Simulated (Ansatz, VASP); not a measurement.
## Two plane-wave programs on WS2

File INCAR:

```
ALGO = Normal
EDIFF = 1E-6
ENCUT = 520
GGA = PE
ISIF = 2
ISMEAR = 0
IVDW = 12
LASPH = T
LCHARG = T
LELF = T
LREAL = F
LVHAR = T
LWAVE = F
NBANDS = 20
NELM = 80
PREC = Accurate
SIGMA = 0.05
```

The input KPOINTS:

```
k-points
0
Gamma
  12 12 12
```

File POSCAR:

```
WS2
1.0
    1.6259500000      0.9387426702      5.1698666667
   -1.6259500000      0.9387426702      5.1698666667
    0.0000000000     -1.8774853404      5.1698666667
W S
1 2
Direct
    0.9993440419      0.9993440419      0.9993440419
    0.7527816504      0.7527816504      0.7527816504
    0.5791743077      0.5791743077      0.5791743077
```

Input for Ansatz:

```yaml
crystal:
  lattice:
    - [1.62595, 0.9387426702, 5.1698666667]
    - [-1.62595, 0.9387426702, 5.1698666667]
    - [0.0, -1.8774853404, 5.1698666667]
  atoms:
    - { symbol: W, position: [0.9993440419, 0.9993440419, 0.9993440419] }
    - { symbol: S, position: [0.7527816504, 0.7527816504, 0.7527816504] }
    - { symbol: S, position: [0.5791743077, 0.5791743077, 0.5791743077] }
basis:
  ecutwfc: 420
kpoints:
  mp_grid: { grid: [12, 12, 12] }
hamiltonian:
  xc: pbe
  pseudopotentials: { kind: paw, azcp: { folder: soft_1 } }
  dispersion: d3bj
scf:
  occupations: { method: gaussian, width: 0.05 }
output:
  forces: true
  stress: true
  eigenvalues: true
```

Alike in both runs: task single point; functional PBE; dispersion D3(BJ); k mesh 12 × 12 × 12; occupations gaussian, width 0.05 eV; no spin polarisation.

```csv
,VASP,Ansatz
version,VASP 6.6.1,Ansatz 0.2.0
potentials or method,"VASP PAW PBE potentials, release 64 (W_sv, S), cutoff 520 eV","scalar-relativistic, plane waves, PAW"
valence electrons in the cell,26,26
```

|  | VASP | Ansatz | Ansatz less VASP |
| --- | --- | --- | --- |
| gap on the k mesh at the Fermi level (eV) | none | none | - |
| pressure (GPa) | 22.2 | 22.3 | +0.05 |
| traceless stress, the component that is largest in VASP (GPa) | 23.00 | 22.83 | -0.168 |
| rms of the force components (eV/Å) | 1.909 | 1.906 | -0.0033 |

Atom by atom the forces differ by 0.004 eV/Å (rms over components). A gap of «none» marks a metal or a gap that the smearing closes.

Spin-orbit coupling is off throughout.
